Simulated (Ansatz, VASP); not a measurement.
# Pb in VASP and in Ansatz

```
CELL_PARAMETERS angstrom
5.75253 0.00000 0.00000
-2.87627 4.98184 0.00000
0.00000 0.00000 3.47233
ATOMIC_POSITIONS crystal
Pb 0.00000 0.00000 0.00000
Pb 0.33333 0.66667 0.50000
Pb 0.66667 0.33333 0.50000
```

Alike in both runs: task single point; functional revPBE; k mesh 7 × 7 × 10; occupations fermi-dirac, width 0.1 eV; no spin polarisation.

|  | VASP | Ansatz |
| --- | --- | --- |
| version | VASP 6.6.1 | Ansatz 0.2.0 |
| potentials or method | VASP PAW PBE potentials, release 64 (Pb_d), cutoff 520 eV | plane waves (420 eV) with PAW, scalar-relativistic |
| valence electrons in the cell | 42 | 42 |

|  | VASP | Ansatz | Ansatz less VASP |
| --- | --- | --- | --- |
| pressure (GPa) | 0.0 | 0.0 | +0.05 |
| traceless stress, the component that is largest in VASP (GPa) | -0.47 | -0.47 | +0.003 |

VASP's potentials were made for PBE, not for revPBE. With one functional, cell and mesh, what is left measures potentials, basis and numerics.

Spin-orbit coupling is off throughout.
